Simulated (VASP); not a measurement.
# Au (Fd-3m) in VASP: single point with PBE

Aim: the single point of Au with PBE.

All numbers are computed with VASP 6.6.1; they aren't measurements. Logs are shortened: lines on timing, memory, paths and dates and some standing lists are left out, and cuts for length are marked.

### 1 The cell of the first run

It takes space group Fd-3m (No. 227, cubic). Conventional cell: a = 6.160 Å, b = 6.160 Å, c = 6.160 Å, α = 90.00°, β = 90.00°, γ = 90.00°. Within 3.5 Å of Au (site symmetry -43m) lie 4 Au at 2.67 Å.

This isn't the form of Au at room conditions, which is fcc.

### 2 Single point, PBE

INCAR reads:

```
  ALGO = Normal
  EDIFF = 1E-6
  ENCUT = 500
  GGA = PE
  GGA_COMPAT = F
  ISIF = 2
  ISMEAR = -1
  LASPH = T
  LCHARG = T
  LELF = T
  LREAL = F
  LVHAR = T
  LWAVE = F
  NBANDS = 18
  NELM = 120
  PREC = Accurate
  SIGMA = 0.1
```

KPOINTS reads:

```
k-points
0
Gamma
  5 5 5
```

POSCAR reads:

```
Au
1.0
    0.0000000000      3.0799760835      3.0799760835
    3.0799760835      0.0000000000      3.0799760835
    3.0799760835      3.0799760835      0.0000000000
Au
2
Direct
    0.1250000000      0.1250000000      0.1250000000
    0.8750000000      0.8750000000      0.8750000000
```

Potentials or basis: VASP PAW PBE potentials, release 64 (Au).

On the command line:

```bash
$ cat potpaw_PBE.64/Au/POTCAR > POTCAR
$ mpirun -np 1 vasp_std > vasp.out
```

OUTCAR:

```text
EDIFF = 1E-6
   ENCUT = 500
   GGA = PE
   ISIF = 2
   ISMEAR = -1
   LASPH = T
   LREAL = F
   NELM = 120
   PREC = Accurate

 ion  position               nearest neighbor table
   1  0.125  0.125  0.125-   2 2.67   2 2.67   2 2.67   2 2.67
   2  0.875  0.875  0.875-   1 2.67   1 2.67   1 2.67   1 2.67

  LATTYP: Found a face centered cubic cell.
 ALAT       =     6.1599521670

  Lattice vectors:

 A1 = (   0.0000000000,   3.0799760835,   3.0799760835)
 A2 = (   3.0799760835,   0.0000000000,   3.0799760835)
 A3 = (   3.0799760835,   3.0799760835,   0.0000000000)

Analysis of symmetry for initial positions (statically):
=====================================================================
 Subroutine PRICEL returns:
 Original cell was already a primitive cell.

 Routine SETGRP: Setting up the symmetry group for a
 face centered cubic supercell.

 Subroutine GETGRP returns: Found 48 space group operations
 (whereof 12 operations were pure point group operations)
 out of a pool of 48 trial point group operations.

The static configuration has the point symmetry D_3d.
 The point group associated with its full space group is O_h .

Analysis of symmetry for dynamics (positions and initial velocities):
=====================================================================
 Subroutine PRICEL returns:
 Original cell was already a primitive cell.

 Routine SETGRP: Setting up the symmetry group for a
 face centered cubic supercell.

 Subroutine GETGRP returns: Found 48 space group operations
 (whereof 12 operations were pure point group operations)
 out of a pool of 48 trial point group operations.

The dynamic configuration has the point symmetry D_3d.
 The point group associated with its full space group is O_h .

 Subroutine INISYM returns: Found 48 space group operations
 (whereof 12 operations are pure point group operations),
 and found     1 'primitive' translations

----------------------------------------------------------------------------------------

                                     Primitive cell

  volume of cell :      58.4349

  direct lattice vectors                    reciprocal lattice vectors
     0.000000000  3.079976084  3.079976084    -0.162338923  0.162338923  0.162338923
     3.079976084  0.000000000  3.079976084     0.162338923 -0.162338923  0.162338923
     3.079976084  3.079976084  0.000000000     0.162338923  0.162338923 -0.162338923

  length of vectors
     4.355743949  4.355743949  4.355743949     0.281179263  0.281179263  0.281179263

  position of ions in fractional coordinates (direct lattice)
     0.125000000  0.125000000  0.125000000
     0.875000000  0.875000000  0.875000000

  ion indices of the primitive-cell ions
   primitive index   ion index
                 1           1
                 2           2

----------------------------------------------------------------------------------------

 KPOINTS: k-points

Automatic generation of k-mesh.
 Grid dimensions read from file:
 generate k-points for:    5    5    5

 Generating k-lattice:

  Cartesian coordinates                     Fractional coordinates (reciprocal lattice)
    -0.032467785  0.032467785  0.032467785     0.200000000  0.000000000  0.000000000
     0.032467785 -0.032467785  0.032467785     0.000000000  0.200000000  0.000000000
     0.032467785  0.032467785 -0.032467785     0.000000000  0.000000000  0.200000000

  Length of vectors
     0.056235853  0.056235853  0.056235853

  Shift w.r.t. Gamma in fractional coordinates (k-lattice)
     0.000000000  0.000000000  0.000000000

 Subroutine IBZKPT returns following result:
 ===========================================

 Found     10 irreducible k-points:

 Following reciprocal coordinates:
            Coordinates               Weight
  0.000000  0.000000  0.000000      1.000000
  0.200000  0.000000  0.000000      8.000000
  0.400000  0.000000  0.000000      8.000000
  0.200000  0.200000  0.000000      6.000000
  0.400000  0.200000  0.000000     24.000000
 -0.400000  0.200000  0.000000     24.000000
 -0.200000  0.200000  0.000000     12.000000
  0.400000  0.400000  0.000000      6.000000
 -0.400000  0.400000  0.000000     12.000000
 -0.400000  0.400000  0.200000     24.000000
   k-points           NKPTS =     10   k-points in BZ     NKDIM =     10   number of bands    NBANDS=     18
   number of dos      NEDOS =    301   number of ions     NIONS =      2
   total plane-waves  NPLWV =  32768
   dimension x,y,z NGX =    32 NGY =   32 NGZ =   32
   dimension x,y,z NGXF=    64 NGYF=   64 NGZF=   64
   ions per type =               2
   NGX,Y,Z   is equivalent  to a cutoff of  12.21, 12.21, 12.21 a.u.
   NGXF,Y,Z  is equivalent  to a cutoff of  24.43, 24.43, 24.43 a.u.
 SYSTEM =  unknown system
   PREC   = accura    normal or accurate (medium, high low for compatibility)
   ISTART =      0    job   : 0-new  1-cont  2-samecut
   ICHARG =      2    charge: 1-file 2-atom 10-const
   ISPIN  =      1    spin polarized calculation?
   LNONCOLLINEAR =      F non collinear calculations
   LSORBIT =      F    spin-orbit coupling
   LASPH  =      T    aspherical Exc in radial PAW
   ENCUT  =  500.0 eV  36.75 Ry    6.06 a.u.   7.94  7.94  7.94*2*pi/ulx,y,z
   NELM   =    120;   NELMIN=  2; NELMDL= -5     # of ELM steps
   EDIFF  = 0.1E-05   stopping-criterion for ELM
   LREAL  =      F    real-space projection
   EDIFFG = 0.1E-04   stopping-criterion for IOM
   NSW    =      0    number of steps for IOM
   IBRION =     -1    ionic relax: 0-MD 1-quasi-New 2-CG
   NFREE  =      0    steps in history (QN), initial steepest desc. (CG)
   ISIF   =      2    stress and relaxation
   ISYM   =      2    0-nonsym 1-usesym 2-fastsym
   POTIM  = 0.5000    time-step for ionic-motion
   TEBEG  =    0.0;   TEEND  =   0.0 temperature during run
   PSTRESS=    0.0 pullay stress
   NELECT =      22.0000    total number of electrons
   NUPDOWN=      -1.0000    fix difference up-down
   EMIN   =  10.00;   EMAX   =-10.00  energy-range for DOS
   EFERMI =   0.00;   METHOD = LEGACY
   ISMEAR =    -1;   SIGMA  =   0.10  broadening in eV -4-tet -1-fermi 0-gaus
   EFERMI_NEDOS =   21; number of points for ismear=-14 and -15
   IALGO  =     38    algorithm
   IMIX   =      4    mixing-type and parameters
     AMIX     =   0.40;   BMIX     =  1.00
     AMIX_MAG =   1.60;   BMIX_MAG =  1.00
  volume/ion in A,a.u.               =      29.22       197.17
  Fermi-wavevector in a.u.,A,eV,Ry     =   1.182111  2.233867 19.012607  1.397387
  Thomas-Fermi vector in A             =   2.318372
   LORBIT       =      0    0 simple, 1 ext, 2 COOP (PROOUT), +10 PAW based schemes
   GGA     = PE    functional components
   LHFCALC =     F    Hartree Fock is set to
   AEXX    =    0.0000 exact exchange contribution
   IVDW    =     0    specifies the selected vdW correction
   LEPSILON=     F    determine dielectric tensor
   LRPA    =     F    only Hartree local field effects (RPA)
 non-spin polarized calculation
  energy-cutoff  :      500.00
  volume of cell :       58.43
 maximum number of plane-waves:      1496
   NGX = 15   NGY = 15   NGZ = 15

 number of electron      21.9999996 magnetization

 Free energy of the ion-electron system (eV)
  ---------------------------------------------------
  ext. energy  EPLUGINS =         0.00000000
  ---------------------------------------------------
  free energy    TOTEN  =        -5.01948787 eV

  energy without entropy =       -4.97779634  energy(sigma->0) =       -4.99864210

 E-fermi :   2.8869     XC(G=0):  -9.3038

 val. band max:        2.1864078952   @ k =  -0.4000   0.4000   0.2000
 cond. band min:       2.9207040849   @ k =  -0.4000   0.4000   0.0000
 fundamental gap:      0.7342961896
 Fermi energy:         2.8869056036

 k-point     1 :       0.0000    0.0000    0.0000
  band No.  band energies     occupation
      1      -3.1048      2.00000
      2      -1.2428      2.00000
      3      -1.2428      2.00000
      4      -1.2428      2.00000
      5      -1.2383      2.00000
      6      -1.2383      2.00000
[... 10 lines left out ...]
     17      13.2950      0.00000
     18      13.2950      0.00000

 k-point     2 :       0.2000    0.0000    0.0000
  band No.  band energies     occupation
      1      -2.6748      2.00000
      2      -1.4316      2.00000
      3      -1.4316      2.00000
      4      -1.2741      2.00000
      5      -0.9485      2.00000
      6      -0.9485      2.00000
[... 10 lines left out ...]
     17      14.1720      0.00000
     18      14.3877      0.00000

 k-point     3 :       0.4000    0.0000    0.0000
  band No.  band energies     occupation
      1      -1.9184      2.00000
      2      -1.3825      2.00000
      3      -1.3825      2.00000
      4      -1.3277      2.00000
      5      -0.9435      2.00000
      6      -0.9435      2.00000
[... 10 lines left out ...]
     17      14.2614      0.00000
     18      14.2614      0.00000

 k-point     4 :       0.2000    0.2000    0.0000
  band No.  band energies     occupation
      1      -2.5134      2.00000
      2      -1.6299      2.00000
      3      -1.2723      2.00000
      4      -1.2723      2.00000
      5      -0.9958      2.00000
      6      -0.7235      2.00000
[... 10 lines left out ...]
     17      16.2097      0.00000
     18      16.2984      0.00000

 k-point     5 :       0.4000    0.2000    0.0000
  band No.  band energies     occupation
      1      -1.8118      2.00000
      2      -1.6498      2.00000
      3      -1.3580      2.00000
      4      -1.3230      2.00000
      5      -0.7794      2.00000
      6      -0.5998      2.00000
[... 10 lines left out ...]
     17      14.9686      0.00000
     18      16.3549      0.00000

 k-point     6 :      -0.4000    0.2000    0.0000
  band No.  band energies     occupation
      1      -1.6385      2.00000
      2      -1.5345      2.00000
      3      -1.4587      2.00000
      4      -1.2726      2.00000
      5      -0.8553      2.00000
      6      -0.5847      2.00000
[... 10 lines left out ...]
     17      15.5642      0.00000
     18      16.6461      0.00000

 k-point     7 :      -0.2000    0.2000    0.0000
  band No.  band energies     occupation
      1      -2.0996      2.00000
      2      -1.5645      2.00000
      3      -1.4117      2.00000
      4      -1.2587      2.00000
      5      -0.9957      2.00000
      6      -0.6028      2.00000
[... 10 lines left out ...]
     17      14.1590      0.00000
     18      14.6997      0.00000

 k-point     8 :       0.4000    0.4000    0.0000
  band No.  band energies     occupation
      1      -1.6901      2.00000
      2      -1.4817      2.00000
      3      -1.3325      2.00000
      4      -1.3325      2.00000
      5      -0.5894      2.00000
      6      -0.3430      2.00000
[... 10 lines left out ...]
     17      19.1705      0.00000
     18      19.1705      0.00000

 k-point     9 :      -0.4000    0.4000    0.0000
  band No.  band energies     occupation
      1      -1.6892      2.00000
      2      -1.4633      2.00000
      3      -1.3906      2.00000
      4      -1.2851      2.00000
      5      -0.5292      2.00000
      6      -0.0884      2.00000
[... 10 lines left out ...]
     17      17.5628      0.00000
     18      18.0507      0.00000

 k-point    10 :      -0.4000    0.4000    0.2000
  band No.  band energies     occupation
      1      -1.6328      2.00000
      2      -1.6119      2.00000
      3      -1.3843      2.00000
      4      -1.2470      2.00000
      5      -0.5549      2.00000
      6      -0.2688      2.00000
[... 10 lines left out ...]
     17      14.2276      0.00000
     18      17.0476      0.00000

------------------------ aborting loop because EDIFF is reached ----------------------------------------

  FORCE on cell =-STRESS in cart. coord.  units (eV):
  Direction    XX          YY          ZZ          XY          YZ          ZX
  --------------------------------------------------------------------------------------
  -------------------------------------------------------------------------------------
  Total       -0.0331756     -0.0331756     -0.0331756      0.0000000      0.0000000      0.0000000
  in kB       -0.9096150     -0.9096150     -0.9096150      0.0000000      0.0000000      0.0000000
  external PRESSURE =      -0.9096150 kB  Pullay stress =       0.0000000 kB

 VOLUME and BASIS-vectors are now :
 -----------------------------------------------------------------------------
  energy-cutoff  :      500.00
  volume of cell :       58.43
      direct lattice vectors                 reciprocal lattice vectors
     0.000000000  3.079976084  3.079976084    -0.162338923  0.162338923  0.162338923
     3.079976084  0.000000000  3.079976084     0.162338923 -0.162338923  0.162338923
     3.079976084  3.079976084  0.000000000     0.162338923  0.162338923 -0.162338923

 POSITION                                       TOTAL-FORCE (eV/Angst)
 -----------------------------------------------------------------------------------
      0.76999      0.76999      0.76999         0.000000      0.000000      0.000000
      5.38996      5.38996      5.38996        -0.000000     -0.000000     -0.000000
 -----------------------------------------------------------------------------------
    total drift:                                0.000000      0.000000     -0.000000

  FREE ENERGIE OF THE ION-ELECTRON SYSTEM (eV)
  ---------------------------------------------------
  free  energy   TOTEN  =        -5.0194878745 eV

  energy  without entropy=       -4.9777963351  energy(sigma->0) =       -4.99864210
```

Run time: 7.9 s. Hardware: 1 thread of Intel Xeon Platinum 8259CL at 2.50GHz (Skylake/Cascade Lake), shared host; peak memory 0.17 GiB.

Results:

```
Free energy : -5.0195 eV
Pressure    : -0.1 GPa
```

Caveat: spin-orbit coupling is left out, which moves the levels of the heavy elements.
